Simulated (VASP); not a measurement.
Al: single point with LDA

Al:

```
Al
1.0
     0.00000    1.99317    1.99317
     1.99317    0.00000    1.99317
     1.99317    1.99317    0.00000
Al
1
Direct
  0.00000 0.00000 0.00000
```

```yaml
Program: VASP 6.6.1
Task: single point
Functional: LDA
Potentials_or_basis: VASP PAW LDA potentials, release 64 (Al)
Cutoff: 520 eV
k_mesh: 8 × 8 × 8
Occupations: gaussian, width 0.1 eV
Spin: no spin polarisation
```

```json
{
 "Pressure": "0.1 GPa"
}
```

Levels at points of the mesh, in eV from the Fermi level:
| k point | band 1 | band 2 | band 3 | band 4 | band 5 | band 6 |
| --- | --- | --- | --- | --- | --- | --- |
| (0.00, 0.00, 0.00) | -11.44 | 12.74 | 12.74 | 12.74 | 14.38 | 14.38 |
| (0.50, 0.00, 0.00) | -4.77 | -4.50 | 11.57 | 11.57 | 11.62 | 11.62 |
| (0.50, 0.50, 0.00) | -3.05 | -1.68 | 5.25 | 5.67 | 5.67 | 9.29 |

Run time: 2.9 s on 1 thread of Intel Xeon 8259CL, on a shared host, peak memory 0.12 GiB.
